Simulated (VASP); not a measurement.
Pd:

```
Pd
1.0
    -1.57228    1.57228    1.57228
     1.57228   -1.57228    1.57228
     1.57228    1.57228   -1.57228
Pd
1
Cartesian
  0.0000 0.0000 0.0000
```

- Program: VASP 6.6.1
- Task: relaxation of cell and atoms
- Functional: PBE
- Dispersion: D4
- Potentials or basis: VASP PAW PBE potentials, release 64 (Pd)
- Cutoff: 600 eV
- k mesh: 12 × 12 × 12
- Occupations: fermi-dirac, width 0.05 eV
- Spin: no spin polarisation

At the start: pressure -5.9 GPa; volume 15.55 Å³/atom.

Task: Where does the relaxation end?

Result: Over 3 steps the energy falls by 10.9 meV/atom and the volume is 14.99 Å³/atom (-3.6 %); space group Im-3m (No. 229, to 0.05 Å).

The path:
| step | energy change (eV) | largest force (eV/Å) | pressure (GPa) | volume (Å³) |
| --- | --- | --- | --- | --- |
| 1 | 0.0000 | 0.0000 | -5.90 | 15.55 |
| 2 | 0.0094 | 0.0000 | 9.83 | 14.29 |
| 3 | -0.0109 | 0.0000 | -0.03 | 14.99 |

Final structure:
```
Pd
1.0
    -1.55340    1.55340    1.55340
     1.55340   -1.55340    1.55340
     1.55340    1.55340   -1.55340
Pd
1
Direct
  0.00000 0.00000 0.00000
```

Caveat: pairwise dispersion overbinds metals, which lowers pressure and volume.
